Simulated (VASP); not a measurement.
# Pt (P6_3/mmc) in VASP: a series of runs

The runs below take Pt through single point, with PBE.

Everything below comes from runs of VASP 6.6.1. Logs are shortened: lines on timing, memory, paths and dates and some standing lists are left out, and cuts for length are marked.

### Step 1. The cell of the first run

The structure is hexagonal, space group P6_3/mmc (No. 194). Conventional cell: a = 2.761 Å, b = 2.761 Å, c = 4.792 Å, α = 90.00°, β = 90.00°, γ = 120.00°. Pt (site symmetry -6m2) has 12 Pt at 2.76 to 2.88 Å within 3.6 Å.

This isn't the form of Pt at room conditions, which is fcc.

### Step 2. Single point, PBE, collinear spin, zero start

INCAR reads:

```
PREC = Accurate
ENCUT = 520
EDIFF = 1E-6
ISMEAR = -1
SIGMA = 0.03
LREAL = F
LASPH = T
NELM = 150
ALGO = Normal
ISIF = 2
LWAVE = F
LCHARG = F
ISPIN = 2
MAGMOM = 0 0
LORBIT = 11
NUPDOWN = 0.0
LMAXMIX = 4
GGA = PE
NBANDS = 21
```

KPOINTS reads:

```
Automatic mesh
0
Gamma
  12 12 6
```

POSCAR reads:

```
Pt
1.0
    2.7606656158      0.0000000000      0.0000000000
   -1.3803328079      2.3908065546      0.0000000000
    0.0000000000      0.0000000000      4.7921340000
Pt
2
Direct
    0.6666666667      0.3333333333      0.7500000000
    0.3333333333      0.6666666667      0.2500000000
```

Potentials or basis: VASP PAW PBE potentials, release 64 (Pt).

Command:

```console
> cat potpaw_PBE.64/Pt/POTCAR > POTCAR
> mpirun -np 1 vasp_std > vasp.out
```

OUTCAR:

```text
PREC = Accurate
   ENCUT = 520
   EDIFF = 1E-6
   ISMEAR = -1
   LREAL = F
   LASPH = T
   NELM = 150
   ISIF = 2
   ISPIN = 2
   LORBIT = 11
   NUPDOWN = 0.0
   GGA = PE

 ion  position               nearest neighbor table
   1  0.667  0.333  0.750-   2 2.88   2 2.88   2 2.88   2 2.88   2 2.88   2 2.88
   2  0.333  0.667  0.250-   1 2.88   1 2.88   1 2.88   1 2.88   1 2.88   1 2.88

  LATTYP: Found a hexagonal cell.
 ALAT       =     2.7606656158
 C/A-ratio  =     1.7358618054

  Lattice vectors:

 A1 = (   2.7606656158,   0.0000000000,   0.0000000000)
 A2 = (  -1.3803328079,   2.3908065546,   0.0000000000)
 A3 = (   0.0000000000,   0.0000000000,   4.7921340000)

Analysis of symmetry for initial positions (statically):
=====================================================================
 Subroutine PRICEL returns:
 Original cell was already a primitive cell.

 Routine SETGRP: Setting up the symmetry group for a
 hexagonal supercell.

 Subroutine GETGRP returns: Found 24 space group operations
 (whereof 12 operations were pure point group operations)
 out of a pool of 24 trial point group operations.

The static configuration has the point symmetry D_3d.
 The point group associated with its full space group is D_6h.

Analysis of symmetry for dynamics (positions and initial velocities):
=====================================================================
 Subroutine PRICEL returns:
 Original cell was already a primitive cell.

 Routine SETGRP: Setting up the symmetry group for a
 hexagonal supercell.

 Subroutine GETGRP returns: Found 24 space group operations
 (whereof 12 operations were pure point group operations)
 out of a pool of 24 trial point group operations.

The dynamic configuration has the point symmetry D_3d.
 The point group associated with its full space group is D_6h.

Analysis of structural, dynamic, and magnetic symmetry:
=====================================================================
 Subroutine PRICEL returns:
 Original cell was already a primitive cell.

 Routine SETGRP: Setting up the symmetry group for a
 hexagonal supercell.

 Subroutine GETGRP returns: Found 24 space group operations
 (whereof 12 operations were pure point group operations)
 out of a pool of 24 trial point group operations.

The overall configuration has the point symmetry D_3d.
 The point group associated with its full space group is D_6h.

 Subroutine INISYM returns: Found 24 space group operations
 (whereof 12 operations are pure point group operations),
 and found     1 'primitive' translations

----------------------------------------------------------------------------------------

                                     Primitive cell

  volume of cell :      31.6291

  direct lattice vectors                    reciprocal lattice vectors
     2.760665616  0.000000000  0.000000000     0.362231483  0.209134444  0.000000000
    -1.380332808  2.390806555  0.000000000     0.000000000  0.418268888  0.000000000
     0.000000000  0.000000000  4.792134000     0.000000000  0.000000000  0.208675300

  length of vectors
     2.760665616  2.760665616  4.792134000     0.418268888  0.418268888  0.208675300

  position of ions in fractional coordinates (direct lattice)
     0.666666667  0.333333333  0.750000000
     0.333333333  0.666666667  0.250000000

  ion indices of the primitive-cell ions
   primitive index   ion index
                 1           1
                 2           2

----------------------------------------------------------------------------------------

 KPOINTS: Automatic mesh

Automatic generation of k-mesh.
 Grid dimensions read from file:
 generate k-points for:   12   12    6

 Generating k-lattice:

  Cartesian coordinates                     Fractional coordinates (reciprocal lattice)
     0.030185957  0.017427870  0.000000000     0.083333333  0.000000000  0.000000000
     0.000000000  0.034855741  0.000000000     0.000000000  0.083333333  0.000000000
     0.000000000  0.000000000  0.034779217     0.000000000  0.000000000  0.166666667

  Length of vectors
     0.034855741  0.034855741  0.034779217

  Shift w.r.t. Gamma in fractional coordinates (k-lattice)
     0.000000000  0.000000000  0.000000000

 Subroutine IBZKPT returns following result:
 ===========================================

 Found     76 irreducible k-points:

 Following reciprocal coordinates:
            Coordinates               Weight
  0.000000  0.000000  0.000000      1.000000
  0.083333  0.000000  0.000000      6.000000
  0.166667  0.000000  0.000000      6.000000
  0.250000 -0.000000  0.000000      6.000000
  0.333333  0.000000  0.000000      6.000000
  0.416667  0.000000  0.000000      6.000000
[... 16 lines left out ...]
  0.250000 -0.000000  0.166667     12.000000
  0.333333  0.000000  0.166667     12.000000
 [... further k-points ...]
   k-points           NKPTS =     76   k-points in BZ     NKDIM =     76   number of bands    NBANDS=     21
   number of dos      NEDOS =    301   number of ions     NIONS =      2
   total plane-waves  NPLWV =  20736
   dimension x,y,z NGX =    24 NGY =   24 NGZ =   36
   dimension x,y,z NGXF=    48 NGYF=   48 NGZF=   72
   ions per type =               2
   NGX,Y,Z   is equivalent  to a cutoff of  14.45, 14.45, 12.49 a.u.
   NGXF,Y,Z  is equivalent  to a cutoff of  28.91, 28.91, 24.98 a.u.
 SYSTEM =  unknown system
   PREC   = accura    normal or accurate (medium, high low for compatibility)
   ISTART =      0    job   : 0-new  1-cont  2-samecut
   ICHARG =      2    charge: 1-file 2-atom 10-const
   ISPIN  =      2    spin polarized calculation?
   LNONCOLLINEAR =      F non collinear calculations
   LSORBIT =      F    spin-orbit coupling
   LASPH  =      T    aspherical Exc in radial PAW
   ENCUT  =  520.0 eV  38.22 Ry    6.18 a.u.   5.13  5.13  8.91*2*pi/ulx,y,z
   NELM   =    150;   NELMIN=  2; NELMDL= -5     # of ELM steps
   EDIFF  = 0.1E-05   stopping-criterion for ELM
   LREAL  =      F    real-space projection
   EDIFFG = 0.1E-04   stopping-criterion for IOM
   NSW    =      0    number of steps for IOM
   IBRION =     -1    ionic relax: 0-MD 1-quasi-New 2-CG
   NFREE  =      0    steps in history (QN), initial steepest desc. (CG)
   ISIF   =      2    stress and relaxation
   ISYM   =      2    0-nonsym 1-usesym 2-fastsym
   POTIM  = 0.5000    time-step for ionic-motion
   TEBEG  =    0.0;   TEEND  =   0.0 temperature during run
   PSTRESS=    0.0 pullay stress
   NELECT =      20.0000    total number of electrons
   NUPDOWN=       0.0000    fix difference up-down
   EMIN   =  10.00;   EMAX   =-10.00  energy-range for DOS
   EFERMI =   0.00;   METHOD = LEGACY
   ISMEAR =    -1;   SIGMA  =   0.03  broadening in eV -4-tet -1-fermi 0-gaus
   EFERMI_NEDOS =   21; number of points for ismear=-14 and -15
   IALGO  =     38    algorithm
   IMIX   =      4    mixing-type and parameters
     AMIX     =   0.40;   BMIX     =  1.00
     AMIX_MAG =   1.60;   BMIX_MAG =  1.00
  volume/ion in A,a.u.               =      15.81       106.72
  Fermi-wavevector in a.u.,A,eV,Ry     =   1.405149  2.655347 26.863944  1.974444
  Thomas-Fermi vector in A             =   2.527639
   LORBIT       =     11    0 simple, 1 ext, 2 COOP (PROOUT), +10 PAW based schemes
   GGA     = PE    functional components
   LHFCALC =     F    Hartree Fock is set to
   AEXX    =    0.0000 exact exchange contribution
   IVDW    =     0    specifies the selected vdW correction
   LEPSILON=     F    determine dielectric tensor
   LRPA    =     F    only Hartree local field effects (RPA)
 spin polarized calculation
  energy-cutoff  :      520.00
  volume of cell :       31.63
 maximum number of plane-waves:       864
 NGX is ok and might be reduce to    24
   NGX = 11   NGY = 11   NGZ = 17

 number of electron      20.0000004 magnetization      -0.0000000

 number of electron      20.0000004 magnetization       0.0000000

 Free energy of the ion-electron system (eV)
  ---------------------------------------------------
  ext. energy  EPLUGINS =         0.00000000
  ---------------------------------------------------
  free energy    TOTEN  =       -12.07949227 eV

  energy without entropy =      -12.06561200  energy(sigma->0) =      -12.07255213

 E-fermi :  10.3319     XC(G=0): -13.2014

 val. band max:       10.3280796685   @ k =   0.2500   0.2500   0.0000
 cond. band min:      10.3323200532   @ k =   0.2500   0.0833   0.5000
 fundamental gap:      0.0042403847
 Fermi energy:        10.3318498457

 spin component 1

 k-point     1 :       0.0000    0.0000    0.0000
  band No.  band energies     occupation
      1       0.6776      1.00000
      2       3.3151      1.00000
      3       6.4285      1.00000
      4       6.9432      1.00000
      5       6.9432      1.00000
      6       7.3058      1.00000
[... 13 lines left out ...]
     20      32.7445      0.00000
     21      34.1130      0.00000

 k-point     2 :       0.0833    0.0000    0.0000
  band No.  band energies     occupation
      1       0.9283      1.00000
      2       3.5446      1.00000
      3       6.3975      1.00000
      4       6.9390      1.00000
      5       7.1345      1.00000
      6       7.1905      1.00000
[... 13 lines left out ...]
     20      33.0325      0.00000
     21      35.2327      0.00000

 k-point     3 :       0.1667    0.0000    0.0000
  band No.  band energies     occupation
      1       1.6362      1.00000
      2       4.1233      1.00000
      3       6.1959      1.00000
      4       6.7961      1.00000
      5       7.0522      1.00000
      6       7.3258      1.00000
[... 13 lines left out ...]
     20      32.9935      0.00000
     21      33.8538      0.00000
[... 457 lines left out ...]
 k-point    23 :       0.2500   -0.0000    0.1667
  band No.  band energies     occupation
      1       2.7987      1.00000
      2       4.5748      1.00000
      3       5.8442      1.00000
      4       6.3248      1.00000
      5       6.4211      1.00000
      6       7.5395      1.00000
[... 13 lines left out ...]
     20      30.9891      0.00000
     21      33.2024      0.00000

 k-point    24 :       0.3333    0.0000    0.1667
  band No.  band energies     occupation
      1       3.5553      1.00000
      2       4.4205      1.00000
      3       5.3754      1.00000
      4       6.0812      1.00000
      5       7.1147      1.00000
      6       7.6470      1.00000
[... 13 lines left out ...]
     20      31.2563      0.00000
     21      32.4989      0.00000

 [... further k-points ...]

 spin component 2

 k-point     1 :       0.0000    0.0000    0.0000
  band No.  band energies     occupation
      1       0.6776      1.00000
      2       3.3151      1.00000
      3       6.4285      1.00000
      4       6.9432      1.00000
      5       6.9432      1.00000
      6       7.3058      1.00000
[... 13 lines left out ...]
     20      32.7445      0.00000
     21      34.1130      0.00000

 k-point     2 :       0.0833    0.0000    0.0000
  band No.  band energies     occupation
      1       0.9283      1.00000
      2       3.5446      1.00000
      3       6.3975      1.00000
      4       6.9390      1.00000
      5       7.1346      1.00000
      6       7.1905      1.00000
[... 13 lines left out ...]
     20      33.0325      0.00000
     21      35.2325      0.00000

 k-point     3 :       0.1667    0.0000    0.0000
  band No.  band energies     occupation
      1       1.6362      1.00000
      2       4.1233      1.00000
      3       6.1960      1.00000
      4       6.7961      1.00000
      5       7.0522      1.00000
      6       7.3258      1.00000
[... 13 lines left out ...]
     20      32.9935      0.00000
     21      33.8538      0.00000
[... 457 lines left out ...]
 k-point    23 :       0.2500   -0.0000    0.1667
  band No.  band energies     occupation
      1       2.7987      1.00000
      2       4.5748      1.00000
      3       5.8442      1.00000
      4       6.3248      1.00000
      5       6.4211      1.00000
      6       7.5395      1.00000
[... 13 lines left out ...]
     20      30.9891      0.00000
     21      33.1951      0.00000

 k-point    24 :       0.3333    0.0000    0.1667
  band No.  band energies     occupation
      1       3.5553      1.00000
      2       4.4205      1.00000
      3       5.3754      1.00000
      4       6.0812      1.00000
      5       7.1147      1.00000
      6       7.6470      1.00000
[... 13 lines left out ...]
     20      31.2563      0.00000
     21      32.4989      0.00000

 [... further k-points ...]

------------------------ aborting loop because EDIFF is reached ----------------------------------------

  FORCE on cell =-STRESS in cart. coord.  units (eV):
  Direction    XX          YY          ZZ          XY          YZ          ZX
  --------------------------------------------------------------------------------------
  -------------------------------------------------------------------------------------
  Total       -0.2345540     -0.2345540     -0.3029147     -0.0000000     -0.0000000     -0.0000000
  in kB      -11.8813616    -11.8813616    -15.3441825     -0.0000000     -0.0000000     -0.0000000
  external PRESSURE =     -13.0356352 kB  Pullay stress =       0.0000000 kB

 VOLUME and BASIS-vectors are now :
 -----------------------------------------------------------------------------
  energy-cutoff  :      520.00
  volume of cell :       31.63
      direct lattice vectors                 reciprocal lattice vectors
     2.760665616  0.000000000  0.000000000     0.362231483  0.209134444  0.000000000
    -1.380332808  2.390806555  0.000000000     0.000000000  0.418268888  0.000000000
     0.000000000  0.000000000  4.792134000     0.000000000  0.000000000  0.208675300

 POSITION                                       TOTAL-FORCE (eV/Angst)
 -----------------------------------------------------------------------------------
      1.38033      0.79694      3.59410         0.000000     -0.000000      0.000000
     -0.00000      1.59387      1.19803        -0.000000      0.000000      0.000000
 -----------------------------------------------------------------------------------
    total drift:                               -0.000000      0.000000     -0.000000

  FREE ENERGIE OF THE ION-ELECTRON SYSTEM (eV)
  ---------------------------------------------------
  free  energy   TOTEN  =       -12.0794922715 eV

  energy  without entropy=      -12.0656119982  energy(sigma->0) =      -12.07255213

 total charge

# of ion       s       p       d       tot
------------------------------------------
    1        0.617   0.556   8.017   9.190
    2        0.617   0.556   8.017   9.190
--------------------------------------------------
tot          1.234   1.112  16.034  18.381

 magnetization (x)

# of ion       s       p       d       tot
------------------------------------------
    1        0.000  -0.000   0.000   0.000
    2        0.000  -0.000   0.000   0.000
--------------------------------------------------
tot          0.000  -0.000   0.000   0.000
```

Run time: 38 s. Hardware: 1 thread of Intel Xeon Platinum 8488C (Sapphire Rapids), shared host; peak memory 0.21 GiB.

What came out:

- Free energy: -12.0795 eV
- Pressure: -1.3 GPa
- Net moment: 0.00 μB per cell
- Valence electrons inside the program's atomic spheres: Pt 9.19

Caveat: spin-orbit coupling is left out, which moves the levels of the heavy elements; the total moment is fixed, so each spin has its own Fermi level.

### Step 3. Single point, PBE, collinear spin

INCAR reads:

```
ALGO = Normal ; EDIFF = 1E-7
ENCUT = 520 ; GGA = PE
ISIF = 2 ; ISMEAR = -1
ISPIN = 2 ; LASPH = T
LCHARG = T ; LELF = T
LMAXMIX = 4 ; LORBIT = 11
LREAL = F ; LVHAR = T
LWAVE = F ; MAGMOM = 0.6 0.6
NBANDS = 21 ; NELM = 150
PREC = Accurate ; SIGMA = 0.03
```

KPOINTS reads:

```
k-points
0
Gamma
  12 12 6
```

POSCAR is that of step 2.

Potentials or basis: VASP PAW PBE potentials, release 64 (Pt).

Command:

```console
> cat potpaw_PBE.64/Pt/POTCAR > POTCAR
> mpirun -np 1 vasp_std > vasp.out
```

Run time: 63 s. Hardware: 1 thread of Intel Xeon Platinum 8488C (Sapphire Rapids), shared host; peak memory 0.21 GiB.

Results (log left out):

- Free energy: -12.0795 eV
- Pressure: -1.3 GPa
- Band gap on the k mesh: zero (filled and empty bands overlap)
- Net moment: 0.00 μB per cell
- Valence electrons inside the program's atomic spheres: Pt 9.19

Stress tensor (GPa, compression positive):
```
-1.18  0.00  0.00
 0.00 -1.18  0.00
 0.00  0.00 -1.51
```

Levels at points of the mesh, in eV from the Fermi level:
Spin up:
| k point | band 8 | band 9 | band 10 | band 11 | band 12 | band 13 |
| --- | --- | --- | --- | --- | --- | --- |
| (0.00, 0.00, 0.00) | -1.77 | -1.77 | -0.68 | -0.20 | -0.20 | 4.69 |
| (0.50, 0.00, 0.00) | 0.02 | 0.31 | 0.51 | 2.28 | 3.76 | 7.28 |
| (0.00, 0.00, 0.50) | -3.38 | -0.77 | -0.77 | -0.77 | -0.77 | 11.92 |
| (0.50, 0.00, 0.50) | -0.82 | 0.42 | 0.42 | 1.73 | 1.73 | 6.47 |
Spin down:
| k point | band 7 | band 8 | band 9 | band 10 | band 11 | band 12 | band 13 | band 14 |
| --- | --- | --- | --- | --- | --- | --- | --- | --- |
| (0.00, 0.00, 0.00) | -3.03 | -1.77 | -1.77 | -0.68 | -0.20 | -0.20 | 4.69 | 15.15 |
| (0.50, 0.00, 0.00) | -2.55 | 0.02 | 0.31 | 0.51 | 2.28 | 3.76 | 7.28 | 8.84 |
| (0.00, 0.00, 0.50) | -3.38 | -3.38 | -0.77 | -0.77 | -0.77 | -0.77 | 11.92 | 11.92 |
| (0.50, 0.00, 0.50) | -0.82 | -0.82 | 0.42 | 0.42 | 1.73 | 1.73 | 6.47 | 6.47 |

Caveat: spin-orbit coupling is left out, which moves the levels of the heavy elements.
